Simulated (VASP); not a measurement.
# In (Immm) in VASP: single point with PBE

Aim: the single point of In with PBE.

Program: VASP 6.6.1. These are calculated values, not measurements. Logs are shortened: lines on timing, memory, paths and dates and some standing lists are left out, and cuts for length are marked.

## (1) The cell of the first run

The structure is orthorhombic, space group Immm (No. 71). The conventional cell has a = 3.244 Å, b = 3.260 Å, c = 4.948 Å, α = 90.00°, β = 90.00°, γ = 90.00°. In (site symmetry mmm) has 12 In at 3.24 to 3.38 Å within 4.3 Å.

## (2) Single point, PBE (strain +0.0025 x Voigt [1, -1, 0, 0, 0, 0])

Contents of INCAR:

```
  ALGO = Fast
  EDIFF = 1E-6
  ENCUT = 520
  GGA = PE
  ISIF = 2
  ISMEAR = 0
  LASPH = T
  LCHARG = F
  LREAL = F
  LWAVE = F
  NBANDS = 12
  NELM = 80
  PREC = Accurate
  SIGMA = 0.15
```

Contents of KPOINTS:

```
k-points
0
Gamma
  20 20 20
```

Contents of POSCAR:

```
In
1.0
   -1.6302153750      1.6220846250      2.4739500000
    1.6302153750     -1.6220846250      2.4739500000
    1.6302153750      1.6220846250     -2.4739500000
In
1
Direct
    0.0000000000      0.0000000000      0.0000000000
```

Potentials or basis: VASP PAW PBE potentials, release 64 (In_d).

The run is started by

```
$ cat potpaw_PBE.64/In_d/POTCAR > POTCAR
$ mpirun -np 1 vasp_std > vasp.out
```

OUTCAR:

```text
EDIFF = 1E-6
   ENCUT = 520
   GGA = PE
   ISIF = 2
   ISMEAR = 0
   LASPH = T
   LREAL = F
   NELM = 80
   PREC = Accurate

 ion  position               nearest neighbor table
   1  0.000  0.000  0.000-

  LATTYP: Found a body centered orthorhombic cell.
 ALAT       =     3.2441692500
 B/A-ratio  =     1.0050125313
 C/A-ratio  =     1.5251670362

  Lattice vectors:

 A1 = (   1.6302153750,  -1.6220846250,  -2.4739500000)
 A2 = (  -1.6302153750,   1.6220846250,  -2.4739500000)
 A3 = (   1.6302153750,   1.6220846250,   2.4739500000)

Analysis of symmetry for initial positions (statically):
=====================================================================
 Subroutine PRICEL returns:
 Original cell was already a primitive cell.

 Routine SETGRP: Setting up the symmetry group for a
 body centered orthorhombic supercell.

 Subroutine GETGRP returns: Found  8 space group operations
 (whereof  8 operations were pure point group operations)
 out of a pool of  8 trial point group operations.

The static configuration has the point symmetry D_2h.

Analysis of symmetry for dynamics (positions and initial velocities):
=====================================================================
 Subroutine PRICEL returns:
 Original cell was already a primitive cell.

 Routine SETGRP: Setting up the symmetry group for a
 body centered orthorhombic supercell.

 Subroutine GETGRP returns: Found  8 space group operations
 (whereof  8 operations were pure point group operations)
 out of a pool of  8 trial point group operations.

The dynamic configuration has the point symmetry D_2h.

 Subroutine INISYM returns: Found  8 space group operations
 (whereof  8 operations are pure point group operations),
 and found     1 'primitive' translations

----------------------------------------------------------------------------------------

                                     Primitive cell

  volume of cell :      26.1679

  direct lattice vectors                    reciprocal lattice vectors
    -1.630215375  1.622084625  2.473950000     0.000000000  0.308245324  0.202105944
     1.630215375 -1.622084625  2.473950000     0.306707940  0.000000000  0.202105944
     1.630215375  1.622084625 -2.473950000     0.306707940  0.308245324  0.000000000

  length of vectors
     3.377749147  3.377749147  3.377749147     0.368594617  0.367309914  0.434838982

  position of ions in fractional coordinates (direct lattice)
     0.000000000  0.000000000  0.000000000

  ion indices of the primitive-cell ions
   primitive index   ion index
                 1           1

----------------------------------------------------------------------------------------
[... 78 lines left out ...]
   POTIM  = 0.5000    time-step for ionic-motion
   TEBEG  =    0.0;   TEEND  =   0.0 temperature during run
   PSTRESS=    0.0 pullay stress
   NELECT =      13.0000    total number of electrons
   NUPDOWN=      -1.0000    fix difference up-down
   EMIN   =  10.00;   EMAX   =-10.00  energy-range for DOS
   EFERMI =   0.00;   METHOD = LEGACY
   ISMEAR =     0;   SIGMA  =   0.15  broadening in eV -4-tet -1-fermi 0-gaus
   EFERMI_NEDOS =   21; number of points for ismear=-14 and -15
   IALGO  =     68    algorithm
   IMIX   =      4    mixing-type and parameters
     AMIX     =   0.40;   BMIX     =  1.00
     AMIX_MAG =   1.60;   BMIX_MAG =  1.00
  volume/ion in A,a.u.               =      26.17       176.59
  Fermi-wavevector in a.u.,A,eV,Ry     =   1.296580  2.450182 22.873039  1.681121
  Thomas-Fermi vector in A             =   2.428028
   LORBIT       =      0    0 simple, 1 ext, 2 COOP (PROOUT), +10 PAW based schemes
   GGA     = PE    functional components
   LHFCALC =     F    Hartree Fock is set to
   AEXX    =    0.0000 exact exchange contribution
   IVDW    =     0    specifies the selected vdW correction
   LEPSILON=     F    determine dielectric tensor
   LRPA    =     F    only Hartree local field effects (RPA)
 non-spin polarized calculation
 RMM-DIIS sequential band-by-band and
 Gauss-broadening in eV      SIGMA  =   0.15
  energy-cutoff  :      520.00
  volume of cell :       26.17
 maximum number of plane-waves:       721
 NGX is ok and might be reduce to    28
   NGX = 13   NGY = 13   NGZ = 13

 number of electron      13.0000006 magnetization

 Free energy of the ion-electron system (eV)
  ---------------------------------------------------
  ext. energy  EPLUGINS =         0.00000000
  ---------------------------------------------------
  free energy    TOTEN  =        -2.55392763 eV

  energy without entropy =       -2.54860997  energy(sigma->0) =       -2.55126880

 E-fermi :   7.5285     XC(G=0): -10.2516

 val. band max:        7.5248178787   @ k =  -0.4000  -0.1000   0.1000
 cond. band min:       7.5314087026   @ k =   0.4500  -0.3500   0.1000
 fundamental gap:      0.0065908239
 Fermi energy:         7.5284626691

 k-point     1 :       0.0000    0.0000    0.0000
  band No.  band energies     occupation
      1      -7.1846      2.00000
      2      -7.0829      2.00000
      3      -7.0767      2.00000
      4      -6.9986      2.00000
      5      -6.8949      2.00000
      6      -2.0222      2.00000
      7      17.9860      0.00000
      8      18.1342      0.00000
      9      18.2269      0.00000
     10      19.1025      0.00000
     11      21.4743      0.00000
     12      21.5395      0.00000
[... 331 lines left out ...]
 k-point    24 :      -0.4000    0.0500   -0.0000
  band No.  band energies     occupation
      1      -7.1669      2.00000
      2      -7.1280      2.00000
      3      -7.0567      2.00000
      4      -6.8493      2.00000
      5      -6.8002      2.00000
      6       1.3723      2.00000
      7       6.7036      2.00000
      8      14.9561      0.00000
      9      16.4719      0.00000
     10      18.3242      0.00000
     11      19.6615      0.00000
     12      21.2327      0.00000

 [... further k-points ...]
[... 5 lines left out ...]
  --------------------------------------------------------------------------------------
  -------------------------------------------------------------------------------------
  Total        0.3303599      0.3424443      0.2841965     -0.0000000      0.0000000      0.0000000
  in kB       20.2268614     20.9667478     17.4004254     -0.0000000      0.0000000      0.0000000
  external PRESSURE =      19.5313449 kB  Pullay stress =       0.0000000 kB

 VOLUME and BASIS-vectors are now :
 -----------------------------------------------------------------------------
  energy-cutoff  :      520.00
  volume of cell :       26.17
      direct lattice vectors                 reciprocal lattice vectors
    -1.630215375  1.622084625  2.473950000     0.000000000  0.308245324  0.202105944
     1.630215375 -1.622084625  2.473950000     0.306707940  0.000000000  0.202105944
     1.630215375  1.622084625 -2.473950000     0.306707940  0.308245324  0.000000000

 POSITION                                       TOTAL-FORCE (eV/Angst)
 -----------------------------------------------------------------------------------
      0.00000      0.00000      0.00000         0.000000      0.000000      0.000000
 -----------------------------------------------------------------------------------
    total drift:                                0.000000     -0.000000     -0.000000

  FREE ENERGIE OF THE ION-ELECTRON SYSTEM (eV)
  ---------------------------------------------------
  free  energy   TOTEN  =        -2.5539276303 eV

  energy  without entropy=       -2.5486099689  energy(sigma->0) =       -2.55126880
```

OSZICAR:

```text
N       E                     dE             d eps       ncg     rms          rms(c)
DAV:   1     0.787581566827E+02    0.78758E+02   -0.62741E+03 28472   0.137E+03
DAV:   2     0.125452243690E+01   -0.77504E+02   -0.75460E+02 29276   0.293E+02
DAV:   3    -0.249281144231E+01   -0.37473E+01   -0.37351E+01 33244   0.646E+01
DAV:   4    -0.257754476335E+01   -0.84733E-01   -0.84703E-01 35444   0.970E+00
DAV:   5    -0.258144169216E+01   -0.38969E-02   -0.38968E-02 38808   0.184E+00    0.230E+00
RMM:   6    -0.255845844387E+01    0.22983E-01   -0.29329E-02 34452   0.270E+00    0.123E+00
RMM:   7    -0.255400817076E+01    0.44503E-02   -0.11911E-02 33266   0.143E+00    0.258E-01
RMM:   8    -0.255384939863E+01    0.15877E-03   -0.16912E-03 37483   0.645E-01    0.554E-02
RMM:   9    -0.255391445910E+01   -0.65060E-04   -0.57718E-04 43175   0.259E-01    0.569E-02
RMM:  10    -0.255392142365E+01   -0.69646E-05   -0.16074E-04 39206   0.225E-01    0.746E-03
RMM:  11    -0.255392704929E+01   -0.56256E-05   -0.75659E-05 45917   0.907E-02    0.149E-02
RMM:  12    -0.255392892191E+01   -0.18726E-05   -0.12326E-05 39128   0.414E-02    0.418E-02
RMM:  13    -0.255392786535E+01    0.10566E-05   -0.36673E-06 30766   0.307E-02    0.163E-02
RMM:  14    -0.255392763027E+01    0.23508E-06   -0.14755E-06 20128   0.139E-02
   1 F= -.25539276E+01 E0= -.25512688E+01  d E =-.531766E-02
```

Wall time 11 min (1 thread of Intel Xeon 8259CL, shared host); peak memory 0.45 GiB.

Results:

- Free energy: -2.5539 eV
- Pressure: 2.0 GPa
- Band gap on the k mesh: zero (an odd number of electrons rules out a gap without spin polarisation)

Stress tensor (GPa, compression positive):
```
2.02 0.00 0.00
0.00 2.10 0.00
0.00 0.00 1.74
```

Levels at points of the mesh, in eV from the Fermi level:
| k point | band 3 | band 4 | band 5 | band 6 | band 7 | band 8 | band 9 | band 10 |
| --- | --- | --- | --- | --- | --- | --- | --- | --- |
| (0.00, 0.00, 0.00) | -14.61 | -14.53 | -14.42 | -9.55 | 10.46 | 10.61 | 10.70 | 11.57 |
| (0.50, 0.00, 0.00) | -14.60 | -14.34 | -14.30 | -4.28 | -3.37 | 7.53 | 9.09 | 11.06 |
| (0.00, 0.50, 0.00) | -14.59 | -14.33 | -14.30 | -4.34 | -3.39 | 7.53 | 9.19 | 11.14 |
| (0.50, 0.50, 0.00) | -14.33 | -14.32 | -14.23 | -1.96 | -1.66 | 3.52 | 3.95 | 7.01 |
| (0.50, 0.50, 0.50) | -14.32 | -14.29 | -14.29 | -2.93 | -2.68 | 4.65 | 4.79 | 8.11 |

Caveat: the cell differs from its parent crystal (strain +0.0025 x Voigt [1, -1, 0, 0, 0, 0]); spin-orbit coupling is left out, which moves the levels of the heavy elements.
